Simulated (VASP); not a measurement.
# PdPt2 (Fd-3m) in VASP: a series of runs

Runs on PdPt2. Level: PBE. Tasks: single point, relaxation of cell and atoms.

All numbers are computed with VASP 6.6.1; they aren't measurements. Logs are shortened: lines on timing, memory, paths and dates and some standing lists are left out, and cuts for length are marked.

## (1) The cell of the first run

It takes space group Fd-3m (No. 227, cubic). Conventional cell: a = 7.388 Å, b = 7.388 Å, c = 7.388 Å, α = 90.00°, β = 90.00°, γ = 90.00°. Pd (site symmetry -43m) has 12 Pt at 3.06 Å and 4 Pd at 3.20 Å within 4.0 Å. Pt (site symmetry -3m) has 6 Pt at 2.61 Å and 6 Pd at 3.06 Å within 3.4 Å.

## (2) Single point, PBE

Input file INCAR:

```
SYSTEM = PdPt2
  PREC = Accurate
  ENCUT = 520
  EDIFF = 1E-6
  ISMEAR = 0
  SIGMA = 0.1
  LREAL = .False.
  LASPH = .True.
  NELM = 60
  ALGO = Fast
  ISIF = 2
  LWAVE = .False.
  LCHARG = .True.
  GGA = PE
  LELF = .True.
  LVHAR = .True.
  NBANDS = 39
```

Input file KPOINTS:

```
Automatic mesh
0
Gamma
  10 10 10
  0 0 0
```

Input file POSCAR:

```
PdPt2
1.0
    0.0000000000      3.6938559683      3.6938559683
    3.6938559683      0.0000000000      3.6938559683
    3.6938559683      3.6938559683      0.0000000000
Pd Pt
2 4
Direct
    0.5000000000      0.5000000000      0.5000000000
    0.7500000000      0.7500000000      0.7500000000
    0.1250000000      0.1250000000      0.1250000000
    0.6250000000      0.1250000000      0.1250000000
    0.1250000000      0.1250000000      0.6250000000
    0.1250000000      0.6250000000      0.1250000000
```

Potentials or basis: VASP PAW PBE potentials, release 64 (Pd, Pt).

Command:

```console
$ cat potpaw_PBE.64/Pd/POTCAR potpaw_PBE.64/Pt/POTCAR > POTCAR
$ mpirun -np 1 vasp_std > vasp.out
```

OUTCAR:

```text
SYSTEM = PdPt2
   PREC = Accurate
   ENCUT = 520
   EDIFF = 1E-6
   ISMEAR = 0
   LREAL = .False.
   LASPH = .True.
   NELM = 60
   ISIF = 2
   GGA = PE

 ion  position               nearest neighbor table
   1  0.500  0.500  0.500-   3 3.06   5 3.06   6 3.06   3 3.06   4 3.06   5 3.06   3 3.06   4 3.06
                             6 3.06   4 3.06   5 3.06   6 3.06   2 3.20   2 3.20   2 3.20   2 3.20
   2  0.750  0.750  0.750-   4 3.06   5 3.06   6 3.06   3 3.06   4 3.06   6 3.06   3 3.06   4 3.06
                             5 3.06   3 3.06   5 3.06   6 3.06   1 3.20   1 3.20   1 3.20   1 3.20
   3  0.125  0.125  0.125-   4 2.61   5 2.61   6 2.61   5 2.61   6 2.61   4 2.61   1 3.06   2 3.06
                             1 3.06   2 3.06   1 3.06   2 3.06
   4  0.625  0.125  0.125-   3 2.61   5 2.61   6 2.61   3 2.61   5 2.61   6 2.61   2 3.06   1 3.06
                             1 3.06   2 3.06   2 3.06   1 3.06
   5  0.125  0.125  0.625-   3 2.61   3 2.61   4 2.61   6 2.61   6 2.61   4 2.61   1 3.06   2 3.06
                             1 3.06   2 3.06   1 3.06   2 3.06
   6  0.125  0.625  0.125-   3 2.61   5 2.61   3 2.61   4 2.61   5 2.61   4 2.61   2 3.06   1 3.06
                             2 3.06   2 3.06   1 3.06   1 3.06

  LATTYP: Found a face centered cubic cell.
 ALAT       =     7.3877119366

  Lattice vectors:

 A1 = (   0.0000000000,   3.6938559683,   3.6938559683)
 A2 = (   3.6938559683,   0.0000000000,   3.6938559683)
 A3 = (   3.6938559683,   3.6938559683,   0.0000000000)

Analysis of symmetry for initial positions (statically):
=====================================================================
 Subroutine PRICEL returns:
 Original cell was already a primitive cell.

 Routine SETGRP: Setting up the symmetry group for a
 face centered cubic supercell.

 Subroutine GETGRP returns: Found 48 space group operations
 (whereof 24 operations were pure point group operations)
 out of a pool of 48 trial point group operations.

The static configuration has the point symmetry T_d .
 The point group associated with its full space group is O_h .

Analysis of symmetry for dynamics (positions and initial velocities):
=====================================================================
 Subroutine PRICEL returns:
 Original cell was already a primitive cell.

 Routine SETGRP: Setting up the symmetry group for a
 face centered cubic supercell.

 Subroutine GETGRP returns: Found 48 space group operations
 (whereof 24 operations were pure point group operations)
 out of a pool of 48 trial point group operations.

The dynamic configuration has the point symmetry T_d .
 The point group associated with its full space group is O_h .

 Subroutine INISYM returns: Found 48 space group operations
 (whereof 24 operations are pure point group operations),
 and found     1 'primitive' translations

----------------------------------------------------------------------------------------

                                     Primitive cell

  volume of cell :     100.8022

  direct lattice vectors                    reciprocal lattice vectors
     0.000000000  3.693855968  3.693855968    -0.135359907  0.135359907  0.135359907
     3.693855968  0.000000000  3.693855968     0.135359907 -0.135359907  0.135359907
     3.693855968  3.693855968  0.000000000     0.135359907  0.135359907 -0.135359907

  length of vectors
     5.223901208  5.223901208  5.223901208     0.234450236  0.234450236  0.234450236

  position of ions in fractional coordinates (direct lattice)
     0.500000000  0.500000000  0.500000000
     0.750000000  0.750000000  0.750000000
     0.125000000  0.125000000  0.125000000
     0.625000000  0.125000000  0.125000000
     0.125000000  0.125000000  0.625000000
     0.125000000  0.625000000  0.125000000

  ion indices of the primitive-cell ions
   primitive index   ion index
                 1           1
                 2           2
                 3           3
                 4           4
                 5           5
                 6           6

----------------------------------------------------------------------------------------

 KPOINTS: Automatic mesh

Automatic generation of k-mesh.
 Grid dimensions read from file:
 generate k-points for:   10   10   10

 Generating k-lattice:

  Cartesian coordinates                     Fractional coordinates (reciprocal lattice)
    -0.013535991  0.013535991  0.013535991     0.100000000  0.000000000  0.000000000
     0.013535991 -0.013535991  0.013535991     0.000000000  0.100000000  0.000000000
     0.013535991  0.013535991 -0.013535991     0.000000000  0.000000000  0.100000000

  Length of vectors
     0.023445024  0.023445024  0.023445024

  Shift w.r.t. Gamma in fractional coordinates (k-lattice)
     0.000000000  0.000000000  0.000000000

 Subroutine IBZKPT returns following result:
 ===========================================

 Found     47 irreducible k-points:

 Following reciprocal coordinates:
            Coordinates               Weight
  0.000000  0.000000  0.000000      1.000000
  0.100000  0.000000  0.000000      8.000000
  0.200000  0.000000  0.000000      8.000000
  0.300000  0.000000  0.000000      8.000000
  0.400000  0.000000  0.000000      8.000000
  0.500000  0.000000  0.000000      4.000000
[... 16 lines left out ...]
  0.300000  0.300000  0.000000      6.000000
  0.400000  0.300000  0.000000     24.000000
 [... further k-points ...]
   k-points           NKPTS =     47   k-points in BZ     NKDIM =     47   number of bands    NBANDS=     39
   number of dos      NEDOS =    301   number of ions     NIONS =      6
   total plane-waves  NPLWV =  64000
   dimension x,y,z NGX =    40 NGY =   40 NGZ =   40
   dimension x,y,z NGXF=    80 NGYF=   80 NGZF=   80
   ions per type =               2   4
   NGX,Y,Z   is equivalent  to a cutoff of  12.73, 12.73, 12.73 a.u.
   NGXF,Y,Z  is equivalent  to a cutoff of  25.46, 25.46, 25.46 a.u.
 SYSTEM =  PdPt2
   PREC   = accura    normal or accurate (medium, high low for compatibility)
   ISTART =      0    job   : 0-new  1-cont  2-samecut
   ICHARG =      2    charge: 1-file 2-atom 10-const
   ISPIN  =      1    spin polarized calculation?
   LNONCOLLINEAR =      F non collinear calculations
   LSORBIT =      F    spin-orbit coupling
   LASPH  =      T    aspherical Exc in radial PAW
   ENCUT  =  520.0 eV  38.22 Ry    6.18 a.u.   9.71  9.71  9.71*2*pi/ulx,y,z
   NELM   =     60;   NELMIN=  2; NELMDL= -5     # of ELM steps
   EDIFF  = 0.1E-05   stopping-criterion for ELM
   LREAL  =      F    real-space projection
   EDIFFG = 0.1E-04   stopping-criterion for IOM
   NSW    =      0    number of steps for IOM
   IBRION =     -1    ionic relax: 0-MD 1-quasi-New 2-CG
   NFREE  =      0    steps in history (QN), initial steepest desc. (CG)
   ISIF   =      2    stress and relaxation
   ISYM   =      2    0-nonsym 1-usesym 2-fastsym
   POTIM  = 0.5000    time-step for ionic-motion
   TEBEG  =    0.0;   TEEND  =   0.0 temperature during run
   PSTRESS=    0.0 pullay stress
   NELECT =      60.0000    total number of electrons
   NUPDOWN=      -1.0000    fix difference up-down
   EMIN   =  10.00;   EMAX   =-10.00  energy-range for DOS
   EFERMI =   0.00;   METHOD = LEGACY
   ISMEAR =     0;   SIGMA  =   0.10  broadening in eV -4-tet -1-fermi 0-gaus
   EFERMI_NEDOS =   21; number of points for ismear=-14 and -15
   IALGO  =     68    algorithm
   IMIX   =      4    mixing-type and parameters
     AMIX     =   0.40;   BMIX     =  1.00
     AMIX_MAG =   1.60;   BMIX_MAG =  1.00
  volume/ion in A,a.u.               =      16.80       113.37
  Fermi-wavevector in a.u.,A,eV,Ry     =   1.377110  2.602361 25.802522  1.896432
  Thomas-Fermi vector in A             =   2.502293
   LORBIT       =      0    0 simple, 1 ext, 2 COOP (PROOUT), +10 PAW based schemes
   GGA     = PE    functional components
   LHFCALC =     F    Hartree Fock is set to
   AEXX    =    0.0000 exact exchange contribution
   IVDW    =     0    specifies the selected vdW correction
   LEPSILON=     F    determine dielectric tensor
   LRPA    =     F    only Hartree local field effects (RPA)
 non-spin polarized calculation
 RMM-DIIS sequential band-by-band and
 Gauss-broadening in eV      SIGMA  =   0.10
  energy-cutoff  :      520.00
  volume of cell :      100.80
 maximum number of plane-waves:      2737
   NGX = 19   NGY = 19   NGZ = 19

 number of electron      60.0000003 magnetization

 Free energy of the ion-electron system (eV)
  ---------------------------------------------------
  ext. energy  EPLUGINS =         0.00000000
  ---------------------------------------------------
  free energy    TOTEN  =       -33.79663382 eV

  energy without entropy =      -33.74575240  energy(sigma->0) =      -33.77119311

 E-fermi :   8.7276     XC(G=0): -12.6209

 val. band max:        8.7229057912   @ k =   0.5000   0.3000   0.0000
 cond. band min:       8.7326069808   @ k =   0.4000   0.0000   0.0000
 fundamental gap:      0.0097011896
 Fermi energy:         8.7276234792

 k-point     1 :       0.0000    0.0000    0.0000
  band No.  band energies     occupation
      1      -0.4897      2.00000
      2       2.1213      2.00000
      3       2.6224      2.00000
      4       2.6224      2.00000
      5       2.6224      2.00000
      6       3.9397      2.00000
[... 31 lines left out ...]
     38      16.1342      0.00000
     39      16.1342      0.00000

 k-point     2 :       0.1000    0.0000    0.0000
  band No.  band energies     occupation
      1      -0.3905      2.00000
      2       2.2013      2.00000
      3       2.6517      2.00000
      4       2.6833      2.00000
      5       2.6833      2.00000
      6       3.9787      2.00000
[... 913 lines left out ...]
     38      17.9219      0.00000
     39      17.9898      0.00000

 k-point    24 :       0.4000    0.3000    0.0000
  band No.  band energies     occupation
      1       1.0425      2.00000
      2       2.6676      2.00000
      3       3.3264      2.00000
      4       3.6404      2.00000
      5       3.6676      2.00000
      6       4.1409      2.00000
[... 31 lines left out ...]
     38      17.4829      0.00000
     39      17.8958      0.00000

 [... further k-points ...]

------------------------ aborting loop because EDIFF is reached ----------------------------------------

  FORCE on cell =-STRESS in cart. coord.  units (eV):
  Direction    XX          YY          ZZ          XY          YZ          ZX
  --------------------------------------------------------------------------------------
  -------------------------------------------------------------------------------------
  Total       -0.2414443     -0.2414443     -0.2414443     -0.0000000     -0.0000000      0.0000000
  in kB       -3.8375814     -3.8375814     -3.8375814     -0.0000000     -0.0000000      0.0000000
  external PRESSURE =      -3.8375814 kB  Pullay stress =       0.0000000 kB

 VOLUME and BASIS-vectors are now :
 -----------------------------------------------------------------------------
  energy-cutoff  :      520.00
  volume of cell :      100.80
      direct lattice vectors                 reciprocal lattice vectors
     0.000000000  3.693855968  3.693855968    -0.135359907  0.135359907  0.135359907
     3.693855968  0.000000000  3.693855968     0.135359907 -0.135359907  0.135359907
     3.693855968  3.693855968  0.000000000     0.135359907  0.135359907 -0.135359907

 POSITION                                       TOTAL-FORCE (eV/Angst)
 -----------------------------------------------------------------------------------
      3.69386      3.69386      3.69386        -0.000000      0.000000      0.000000
      5.54078      5.54078      5.54078         0.000000     -0.000000     -0.000000
      0.92346      0.92346      0.92346        -0.000000     -0.000000     -0.000000
      0.92346      2.77039      2.77039        -0.000000     -0.000000     -0.000000
      2.77039      2.77039      0.92346        -0.000000     -0.000000     -0.000000
      2.77039      0.92346      2.77039        -0.000000     -0.000000     -0.000000
 -----------------------------------------------------------------------------------
    total drift:                               -0.000000     -0.000000      0.000000

  FREE ENERGIE OF THE ION-ELECTRON SYSTEM (eV)
  ---------------------------------------------------
  free  energy   TOTEN  =       -33.7966338192 eV

  energy  without entropy=      -33.7457524016  energy(sigma->0) =      -33.77119311
```

Run time: 6.4 min. Hardware: 1 thread of AMD EPYC 7R13, shared host; peak memory 0.34 GiB.

Results:

- Free energy: -33.7966 eV
- Pressure: -0.4 GPa
- Band gap on the k mesh: zero (bands 30 and 31 overlap by 1.64 eV)

Caveat: spin-orbit coupling is left out, which moves the levels of the heavy elements.

## (3) Relaxation of cell and atoms, PBE

This run uses another cell than the first one, of 16.86 Å³/atom.

Input file INCAR:

```
SYSTEM = PdPt2
  PREC = Accurate
  ENCUT = 600
  EDIFF = 1E-6
  ISMEAR = 0
  SIGMA = 0.1
  LREAL = .False.
  LASPH = .True.
  NELM = 80
  ALGO = Fast
  ISIF = 3
  LWAVE = .False.
  LCHARG = .False.
  GGA = PE
  IBRION = 2
  NSW = 100
  EDIFFG = -0.01
```

KPOINTS is that of step 2.

Edit POSCAR of step 2 so:

```diff
@@ -2,5 +2,5 @@
 1.0
-    0.0000000000      3.6938559683      3.6938559683
-    3.6938559683      0.0000000000      3.6938559683
-    3.6938559683      3.6938559683      0.0000000000
+    0.0000000000      3.6981843401      3.6981843401
+    3.6981843401      0.0000000000      3.6981843401
+    3.6981843401      3.6981843401      0.0000000000
 Pd Pt
```

Potentials or basis: VASP PAW PBE potentials, release 64 (Pd, Pt).

Command:

```console
$ cat potpaw_PBE.64/Pd/POTCAR potpaw_PBE.64/Pt/POTCAR > POTCAR
$ mpirun -np 1 vasp_std > vasp.out
```

Run time: 18 min. Hardware: 1 thread of AMD EPYC 7R13, shared host; peak memory 0.38 GiB.

Results (log left out):

| Property | Result |
| --- | --- |
| Free energy | -33.7964 eV |
| Relaxed volume | 16.77 Å³/atom |
| Relaxed cell | a = 5.221 Å, b = 5.221 Å, c = 5.221 Å, α = 60.00°, β = 60.00°, γ = 60.00° |
| Space group after relaxing (to 0.1 Å) | Fd-3m (No. 227) |
| Energy gained by relaxing | 0.3 meV/atom |
| Ionic steps | 3 |
| Pressure after relaxing | 0.0 GPa |
| Band gap on the k mesh | zero (bands 30 and 31 overlap by 1.64 eV) |

The path:
```tsv
step	energy change (eV)	largest force (eV/Å)	pressure (GPa)	volume (Å³)
1	0.0000	0.0000	-1.05	101.16
2	0.0054	0.0000	2.14	99.54
3	-0.0017	0.0000	0.00	100.62
```

Final structure:
```cif
data_structure
_symmetry_space_group_name_H-M 'P 1'
_symmetry_Int_Tables_number 1
_cell_length_a 5.2208
_cell_length_b 5.2208
_cell_length_c 5.2208
_cell_angle_alpha 60.000
_cell_angle_beta 60.000
_cell_angle_gamma 60.000
_cell_volume 100.62
loop_
_atom_site_label
_atom_site_type_symbol
_atom_site_fract_x
_atom_site_fract_y
_atom_site_fract_z
_atom_site_occupancy
Pd1 Pd 0.50000 0.50000 0.50000 1
Pd2 Pd 0.75000 0.75000 0.75000 1
Pt1 Pt 0.12500 0.12500 0.12500 1
Pt2 Pt 0.62500 0.12500 0.12500 1
Pt3 Pt 0.12500 0.12500 0.62500 1
Pt4 Pt 0.12500 0.62500 0.12500 1
```

Levels at points of the mesh, in eV from the Fermi level:
```csv
k point,band 28,band 29,band 30,band 31,band 32,band 33
"(0.00, 0.00, 0.00)",0.09,1.16,1.48,1.48,1.48,3.40
"(0.50, 0.00, 0.00)",-0.22,-0.22,0.01,0.01,1.47,2.04
"(0.50, 0.50, 0.00)",-0.55,-0.48,-0.48,-0.16,-0.16,2.86
```

Caveat: spin-orbit coupling is left out, which moves the levels of the heavy elements.
